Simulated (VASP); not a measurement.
# Sc (P6_3/mmc) in VASP: a series of runs, part 2 of 2

VASP 6.6.1. Earlier steps stand in the parts before.

## 3. Single point, LDA

Contents of INCAR:

```
  PREC = Accurate
  ENCUT = 520
  EDIFF = 1E-6
  ISMEAR = 0
  SIGMA = 0.1
  LREAL = F
  LASPH = T
  NELM = 80
  ALGO = Fast
  ISIF = 2
  LWAVE = F
  LCHARG = T
  LELF = T
  LVHAR = T
  NBANDS = 18
```

Contents of KPOINTS:

```
regular mesh
0
Gamma
  21 21 12
```

Contents of POSCAR:

```
Sc
1.0
    3.2309204775      0.0000000028      0.0000000000
   -1.6154602412      2.7980592098      0.0000000000
    0.0000000000      0.0000000000      4.9838547587
Sc
2
Direct
    0.3333333333      0.6666666667      0.2500000000
    0.6666666667      0.3333333333      0.7500000000
```

Potentials or basis: VASP PAW LDA potentials, release 64 (Sc_sv).

On the command line:

```
cat potpaw_LDA.64/Sc_sv/POTCAR > POTCAR
mpirun -np 1 vasp_std > vasp.out
```

OUTCAR:

```text
PREC = Accurate
   ENCUT = 520
   EDIFF = 1E-6
   ISMEAR = 0
   LREAL = F
   LASPH = T
   NELM = 80
   ISIF = 2

 ion  position               nearest neighbor table
   1  0.333  0.667  0.250-   2 3.11   2 3.11   2 3.11   2 3.11   2 3.11   2 3.11
   2  0.667  0.333  0.750-   1 3.11   1 3.11   1 3.11   1 3.11   1 3.11   1 3.11

  LATTYP: Found a hexagonal cell.
 ALAT       =     3.2309204775
 C/A-ratio  =     1.5425494974

  Lattice vectors:

 A1 = (   3.2309204775,   0.0000000028,   0.0000000000)
 A2 = (  -1.6154602412,   2.7980592098,   0.0000000000)
 A3 = (   0.0000000000,   0.0000000000,   4.9838547587)

Analysis of symmetry for initial positions (statically):
=====================================================================
 Subroutine PRICEL returns:
 Original cell was already a primitive cell.

 Routine SETGRP: Setting up the symmetry group for a
 hexagonal supercell.

 Subroutine GETGRP returns: Found 24 space group operations
 (whereof 12 operations were pure point group operations)
 out of a pool of 24 trial point group operations.

The static configuration has the point symmetry D_3d.
 The point group associated with its full space group is D_6h.

Analysis of symmetry for dynamics (positions and initial velocities):
=====================================================================
 Subroutine PRICEL returns:
 Original cell was already a primitive cell.

 Routine SETGRP: Setting up the symmetry group for a
 hexagonal supercell.

 Subroutine GETGRP returns: Found 24 space group operations
 (whereof 12 operations were pure point group operations)
 out of a pool of 24 trial point group operations.

The dynamic configuration has the point symmetry D_3d.
 The point group associated with its full space group is D_6h.

 Subroutine INISYM returns: Found 24 space group operations
 (whereof 12 operations are pure point group operations),
 and found     1 'primitive' translations

----------------------------------------------------------------------------------------

                                     Primitive cell

  volume of cell :      45.0556

  direct lattice vectors                    reciprocal lattice vectors
     3.230920478  0.000000003  0.000000000     0.309509320  0.178695289  0.000000000
    -1.615460241  2.798059210  0.000000000    -0.000000000  0.357390578  0.000000000
     0.000000000  0.000000000  4.983854759     0.000000000  0.000000000  0.200647902

  length of vectors
     3.230920478  3.230920478  4.983854759     0.357390578  0.357390578  0.200647902

  position of ions in fractional coordinates (direct lattice)
     0.333333333  0.666666667  0.250000000
     0.666666667  0.333333333  0.750000000

  ion indices of the primitive-cell ions
   primitive index   ion index
                 1           1
                 2           2

----------------------------------------------------------------------------------------

 KPOINTS: regular mesh

Automatic generation of k-mesh.
 Grid dimensions read from file:
 generate k-points for:   21   21   12

 Generating k-lattice:

  Cartesian coordinates                     Fractional coordinates (reciprocal lattice)
     0.014738539  0.008509299  0.000000000     0.047619048  0.000000000  0.000000000
    -0.000000000  0.017018599  0.000000000     0.000000000  0.047619048  0.000000000
     0.000000000  0.000000000  0.016720658     0.000000000  0.000000000  0.083333333

  Length of vectors
     0.017018599  0.017018599  0.016720658

  Shift w.r.t. Gamma in fractional coordinates (k-lattice)
     0.000000000  0.000000000  0.000000000

 Subroutine IBZKPT returns following result:
 ===========================================

 Found    336 irreducible k-points:

 Following reciprocal coordinates:
            Coordinates               Weight
  0.000000  0.000000  0.000000      1.000000
  0.047619  0.000000  0.000000      6.000000
  0.095238  0.000000  0.000000      6.000000
  0.142857  0.000000  0.000000      6.000000
  0.190476  0.000000  0.000000      6.000000
  0.238095  0.000000  0.000000      6.000000
[... 16 lines left out ...]
  0.142857  0.095238  0.000000     12.000000
  0.190476  0.095238  0.000000     12.000000
 [... further k-points ...]
   k-points           NKPTS =    336   k-points in BZ     NKDIM =    336   number of bands    NBANDS=     18
   number of dos      NEDOS =    301   number of ions     NIONS =      2
   total plane-waves  NPLWV =  23040
   dimension x,y,z NGX =    24 NGY =   24 NGZ =   40
   dimension x,y,z NGXF=    48 NGYF=   48 NGZF=   80
   ions per type =               2
   NGX,Y,Z   is equivalent  to a cutoff of  12.35, 12.35, 13.34 a.u.
   NGXF,Y,Z  is equivalent  to a cutoff of  24.70, 24.70, 26.69 a.u.
 SYSTEM =  unknown system
   PREC   = accura    normal or accurate (medium, high low for compatibility)
   ISTART =      0    job   : 0-new  1-cont  2-samecut
   ICHARG =      2    charge: 1-file 2-atom 10-const
   ISPIN  =      1    spin polarized calculation?
   LNONCOLLINEAR =      F non collinear calculations
   LSORBIT =      F    spin-orbit coupling
   LASPH  =      T    aspherical Exc in radial PAW
   ENCUT  =  520.0 eV  38.22 Ry    6.18 a.u.   6.01  6.01  9.27*2*pi/ulx,y,z
   NELM   =     80;   NELMIN=  2; NELMDL= -5     # of ELM steps
   EDIFF  = 0.1E-05   stopping-criterion for ELM
   LREAL  =      F    real-space projection
   EDIFFG = 0.1E-04   stopping-criterion for IOM
   NSW    =      0    number of steps for IOM
[... 5 lines left out ...]
   TEBEG  =    0.0;   TEEND  =   0.0 temperature during run
   PSTRESS=    0.0 pullay stress
   NELECT =      22.0000    total number of electrons
   NUPDOWN=      -1.0000    fix difference up-down
   EMIN   =  10.00;   EMAX   =-10.00  energy-range for DOS
   EFERMI =   0.00;   METHOD = LEGACY
   ISMEAR =     0;   SIGMA  =   0.10  broadening in eV -4-tet -1-fermi 0-gaus
   EFERMI_NEDOS =   21; number of points for ismear=-14 and -15
   IALGO  =     68    algorithm
   IMIX   =      4    mixing-type and parameters
     AMIX     =   0.40;   BMIX     =  1.00
     AMIX_MAG =   1.60;   BMIX_MAG =  1.00
  volume/ion in A,a.u.               =      22.53       152.03
  Fermi-wavevector in a.u.,A,eV,Ry     =   1.289138  2.436118 22.611220  1.661878
  Thomas-Fermi vector in A             =   2.421049
   LORBIT       =      0    0 simple, 1 ext, 2 COOP (PROOUT), +10 PAW based schemes
   GGA     = CA    functional components
   LHFCALC =     F    Hartree Fock is set to
   AEXX    =    0.0000 exact exchange contribution
   IVDW    =     0    specifies the selected vdW correction
   LEPSILON=     F    determine dielectric tensor
   LRPA    =     F    only Hartree local field effects (RPA)
 non-spin polarized calculation
 RMM-DIIS sequential band-by-band and
 Gauss-broadening in eV      SIGMA  =   0.10
  energy-cutoff  :      520.00
  volume of cell :       45.06
 maximum number of plane-waves:      1242
   NGX = 13   NGY = 13   NGZ = 19

 number of electron      21.9999998 magnetization

 Free energy of the ion-electron system (eV)
  ---------------------------------------------------
  ext. energy  EPLUGINS =         0.00000000
  ---------------------------------------------------
  free energy    TOTEN  =       -13.45792981 eV

  energy without entropy =      -13.43933315  energy(sigma->0) =      -13.44863148

 E-fermi :   3.9959     XC(G=0): -10.5197

 val. band max:        3.9941037117   @ k =   0.3333   0.2857   0.5000
 cond. band min:       3.9981870119   @ k =   0.4286   0.0952   0.3333
 fundamental gap:      0.0040833002
 Fermi energy:         3.9959234666

 k-point     1 :       0.0000    0.0000    0.0000
  band No.  band energies     occupation
      1     -44.5985      2.00000
      2     -44.4843      2.00000
      3     -23.8691      2.00000
      4     -23.3903      2.00000
      5     -23.3903      2.00000
      6     -23.2946      2.00000
[... 10 lines left out ...]
     17       6.4025      0.00000
     18       6.4026      0.00000
[... 463 lines left out ...]
 k-point    24 :       0.1905    0.0952    0.0000
  band No.  band energies     occupation
      1     -44.5590      2.00000
      2     -44.4746      2.00000
      3     -23.7633      2.00000
      4     -23.5555      2.00000
      5     -23.5057      2.00000
      6     -23.4264      2.00000
[... 10 lines left out ...]
     17       6.7735      0.00000
     18       7.1896      0.00000

 [... further k-points ...]

------------------------ aborting loop because EDIFF is reached ----------------------------------------

  FORCE on cell =-STRESS in cart. coord.  units (eV):
  Direction    XX          YY          ZZ          XY          YZ          ZX
  --------------------------------------------------------------------------------------
  -------------------------------------------------------------------------------------
  Total        0.0259562      0.0259562      0.0301564     -0.0000000      0.0000000     -0.0000000
  in kB        0.9230017      0.9230017      1.0723634     -0.0000000      0.0000000     -0.0000000
  external PRESSURE =       0.9727890 kB  Pullay stress =       0.0000000 kB

 VOLUME and BASIS-vectors are now :
 -----------------------------------------------------------------------------
  energy-cutoff  :      520.00
  volume of cell :       45.06
      direct lattice vectors                 reciprocal lattice vectors
     3.230920478  0.000000003  0.000000000     0.309509320  0.178695289  0.000000000
    -1.615460241  2.798059210  0.000000000    -0.000000000  0.357390578  0.000000000
     0.000000000  0.000000000  4.983854759     0.000000000  0.000000000  0.200647902

 POSITION                                       TOTAL-FORCE (eV/Angst)
 -----------------------------------------------------------------------------------
     -0.00000      1.86537      1.24596        -0.000000     -0.000000      0.000000
      1.61546      0.93269      3.73789         0.000000      0.000000      0.000000
 -----------------------------------------------------------------------------------
    total drift:                                0.000000     -0.000000      0.000000

  FREE ENERGIE OF THE ION-ELECTRON SYSTEM (eV)
  ---------------------------------------------------
  free  energy   TOTEN  =       -13.4579298082 eV

  energy  without entropy=      -13.4393331466  energy(sigma->0) =      -13.44863148
```

OSZICAR:

```text
N       E                     dE             d eps       ncg     rms          rms(c)
DAV:   1     0.356646312409E+03    0.35665E+03   -0.10855E+04 12176   0.136E+03
DAV:   2     0.533815294200E+01   -0.35131E+03   -0.34447E+03 15264   0.560E+02
DAV:   3    -0.143892298349E+02   -0.19727E+02   -0.18907E+02 19960   0.167E+02
DAV:   4    -0.147442345603E+02   -0.35500E+00   -0.35198E+00 18604   0.204E+01
DAV:   5    -0.147483714197E+02   -0.41369E-02   -0.41333E-02 20808   0.245E+00    0.832E+00
RMM:   6    -0.135578864974E+02    0.11905E+01   -0.15862E+00 13566   0.176E+01    0.269E+00
RMM:   7    -0.134693759097E+02    0.88511E-01   -0.28347E+00 16864   0.127E+01    0.118E+00
RMM:   8    -0.134530113005E+02    0.16365E-01   -0.16121E-01 14766   0.511E+00    0.510E-01
RMM:   9    -0.134570471257E+02   -0.40358E-02   -0.86044E-02 17356   0.137E+00    0.119E-01
RMM:  10    -0.134576773177E+02   -0.63019E-03   -0.13108E-02 18895   0.615E-01    0.743E-02
RMM:  11    -0.134578562191E+02   -0.17890E-03   -0.31368E-03 17817   0.464E-01    0.323E-02
RMM:  12    -0.134579096046E+02   -0.53385E-04   -0.12152E-03 18333   0.211E-01    0.134E-02
RMM:  13    -0.134579286988E+02   -0.19094E-04   -0.25696E-04 17408   0.733E-02    0.112E-02
RMM:  14    -0.134579285433E+02    0.15552E-06   -0.61515E-05 16394   0.592E-02    0.367E-03
RMM:  15    -0.134579295646E+02   -0.10212E-05   -0.15605E-05 15424   0.274E-02    0.196E-03
RMM:  16    -0.134579298082E+02   -0.24359E-06   -0.46410E-06 13792   0.200E-02
   1 F= -.13457930E+02 E0= -.13448631E+02  d E =-.185967E-01
```

Wall time 2.7 min (1 thread of Intel Xeon Platinum 8488C (Sapphire Rapids), shared host); peak memory 0.31 GiB.

What came out:

```yaml
Free_energy: -13.4579 eV
Pressure: 0.1 GPa
Band_gap_on_the_k_mesh: zero (bands 11 and 12 overlap by 1.66 eV)
```

## 4. Single point, LDA

This run uses another cell than the first one, of 22.66 Å³/atom.

Contents of INCAR:

```
PREC = Accurate
ENCUT = 520
EDIFF = 1E-6
ISMEAR = -1
SIGMA = 0.15
LREAL = False
LASPH = True
NELM = 60
ALGO = Fast
ISIF = 2
LWAVE = False
LCHARG = True
GGA = CA
LELF = True
LVHAR = True
NBANDS = 18
```

Contents of KPOINTS:

```
Automatic mesh
0
Gamma
  21 21 12
```

Contents of POSCAR:

```
Sc
1.0
    3.2252646068      0.0000000028      0.0000000000
   -1.6126323058      2.7931610820      0.0000000000
    0.0000000000      0.0000000000      5.0311095626
Sc
2
Direct
    0.3333333333      0.6666666667      0.2500000000
    0.6666666667      0.3333333333      0.7500000000
```

On the command line:

```
cat potpaw_LDA.64/Sc_sv/POTCAR > POTCAR
mpirun -np 1 vasp_std > vasp.out
```

Wall time 2.6 min (1 thread of Intel Xeon Platinum 8488C (Sapphire Rapids), shared host); peak memory 0.31 GiB.

Results (log left out):

- Free energy: -13.5786 eV
- Pressure: 0.1 GPa
- Band gap on the k mesh: zero (bands 11 and 12 overlap by 1.59 eV)

Levels at points of the mesh, in eV from the Fermi level:
| k point | band 9 | band 10 | band 11 | band 12 | band 13 | band 14 |
| --- | --- | --- | --- | --- | --- | --- |
| (0.00, 0.00, 0.00) | -5.22 | -1.76 | 0.90 | 1.64 | 1.64 | 1.92 |
| (0.00, 0.00, 0.50) | -3.58 | -3.58 | 1.00 | 1.00 | 1.55 | 1.55 |

## 5. Relaxation of cell and atoms, LDA

Contents of INCAR:

```
PREC = Accurate
ENCUT = 600
EDIFF = 1E-6
ISMEAR = 0
SIGMA = 0.1
LREAL = False
LASPH = True
NELM = 100
ALGO = Fast
ISIF = 3
LWAVE = False
LCHARG = False
GGA = CA
IBRION = 2
NSW = 100
EDIFFG = -0.002
```

KPOINTS is that of step 4.

Contents of POSCAR:

```
Sc
1.0
    3.2309204776      0.0000000028      0.0000000000
   -1.6154602412      2.7980592097      0.0000000000
    0.0000000000      0.0000000000      4.9838547587
Sc
2
Direct
    0.3333333333      0.6666666667      0.2500000000
    0.6666666667      0.3333333333      0.7500000000
```

On the command line:

```
cat potpaw_LDA.64/Sc_sv/POTCAR > POTCAR
mpirun -np 1 vasp_std > vasp.out
```

It took 14 min on 1 thread of Intel Xeon Platinum 8488C (Sapphire Rapids), shared host; peak memory 0.35 GiB.

Results (log left out):

- Free energy: -13.4580 eV
- Relaxed volume: 22.57 Å³/atom
- Relaxed cell: a = 3.233 Å, b = 3.233 Å, c = 4.987 Å, α = 90.00°, β = 90.00°, γ = 120.00°
- Space group after relaxing (to 0.1 Å): P6_3/mmc (No. 194)
- Energy gained by relaxing: 0.0 meV/atom
- Ionic steps: 14
- Pressure after relaxing: 0.0 GPa
- Band gap on the k mesh: zero (bands 11 and 12 overlap by 1.66 eV)

Final structure:
```cif
data_structure
_symmetry_space_group_name_H-M 'P 1'
_symmetry_Int_Tables_number 1
_cell_length_a 3.2330
_cell_length_b 3.2330
_cell_length_c 4.9875
_cell_angle_alpha 90.000
_cell_angle_beta 90.000
_cell_angle_gamma 120.000
_cell_volume 45.14
loop_
_atom_site_label
_atom_site_type_symbol
_atom_site_fract_x
_atom_site_fract_y
_atom_site_fract_z
_atom_site_occupancy
Sc1 Sc 0.33333 0.66667 0.25000 1
Sc2 Sc 0.66667 0.33333 0.75000 1
```

Levels at points of the mesh, in eV from the Fermi level:
| k point | band 9 | band 10 | band 11 | band 12 | band 13 | band 14 |
| --- | --- | --- | --- | --- | --- | --- |
| (0.00, 0.00, 0.00) | -5.22 | -1.76 | 1.01 | 1.63 | 1.63 | 1.99 |
| (0.00, 0.00, 0.50) | -3.55 | -3.55 | 1.04 | 1.04 | 1.52 | 1.52 |

## 6. The runs side by side

| task | cell | cutoff (eV) | smearing | gap on the mesh (eV) | pressure (GPa) |
| --- | --- | --- | --- | --- | --- |
| single point | a = 3.231, b = 3.231, c = 4.984 Å, angles 90.0, 90.0, 120.0°, 2 atoms | 520 | gaussian 0.1 eV | none | 0.1 |
| single point | a = 3.225, b = 3.225, c = 5.031 Å, angles 90.0, 90.0, 120.0°, 2 atoms | 520 | fermi-dirac 0.15 eV | none | 0.1 |
| relaxation of cell and atoms | relaxed from a = 3.231, b = 3.231, c = 4.984 Å, angles 90.0, 90.0, 120.0°, 2 atoms | 600 | gaussian 0.1 eV | none | 0.0 |

Alike in all rows: level LDA; potentials or basis VASP PAW LDA potentials, release 64 (Sc_sv); no spin polarisation; k mesh 21 × 21 × 12.

Absolute energies hang on the potentials; compare differences alone.
